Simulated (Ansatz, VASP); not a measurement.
**Mg: VASP beside Ansatz**

File INCAR:

```
SYSTEM = Mg
ALGO = Normal ; EDIFF = 1E-6
ENCUT = 520 ; GGA = PE
ISIF = 2 ; ISMEAR = 0
LASPH = .True. ; LCHARG = .False.
LREAL = .False. ; LWAVE = .False.
NBANDS = 12 ; NELM = 80
PREC = Accurate ; SIGMA = 0.1
```

The input KPOINTS:

```
k-points
0
Gamma
  8 8 3
  0 0 0
```

File POSCAR:

```
Mg
1.0
    3.1555083509      0.0000000000      0.0000000000
   -1.5777492090      2.7327449470      0.0000000000
    0.0000000000      0.0000000000     10.2496038193
Mg
4
Direct
    0.0000000000      0.0000000000      0.0000000000
    0.3333333333      0.6666666667      0.2500000000
    0.0000000000      0.0000000000      0.5000000000
    0.6666666667      0.3333333333      0.7500000000
```

Input for Ansatz:

```yaml
crystal:
  lattice:
    - [3.155508350854912, 0.0, 0.0]
    - [-1.5777492089855143, 2.732744946992928, 0.0]
    - [0.0, 0.0, 10.249603819311302]
  atoms:
    - { symbol: Mg, position: [0.0, 0.0, 0.0] }
    - { symbol: Mg, position: [0.3333333333333333, 0.6666666666666666, 0.25] }
    - { symbol: Mg, position: [0.0, 0.0, 0.5] }
    - { symbol: Mg, position: [0.6666666666666666, 0.3333333333333333, 0.75] }
basis:
  ecutwfc: 450.0
kpoints:
  mp_grid:
    grid: [8, 8, 3]
hamiltonian:
  xc: pbe
  pseudopotentials:
    kind: paw
scf:
  max_iter: 95
  occupations:
    method: gaussian
    width: 0.1
output:
  stress: true
```

Alike in both runs: task single point; functional PBE; k mesh 8 × 8 × 3; occupations gaussian, width 0.1 eV; no spin polarisation.

|  | VASP | Ansatz |
| --- | --- | --- |
| version | VASP 6.6.1 | Ansatz 0.2.0 |
| potentials or method | VASP PAW PBE potentials, release 64 (Mg), cutoff 520 eV | plane waves, PAW |
| valence electrons in the cell | 8 | 40 |

|  | VASP | Ansatz | Ansatz less VASP |
| --- | --- | --- | --- |
| pressure (GPa) | 1.5 | 1.6 | +0.12 |
| traceless stress, the component that is largest in VASP (GPa) | -0.28 | -0.28 | -0.002 |

VASP's potentials hold 8 valence electrons a cell and Ansatz's 40, so a difference there can come from the potentials and not from the codes. Ansatz's warnings: structure snapped to symmetry.
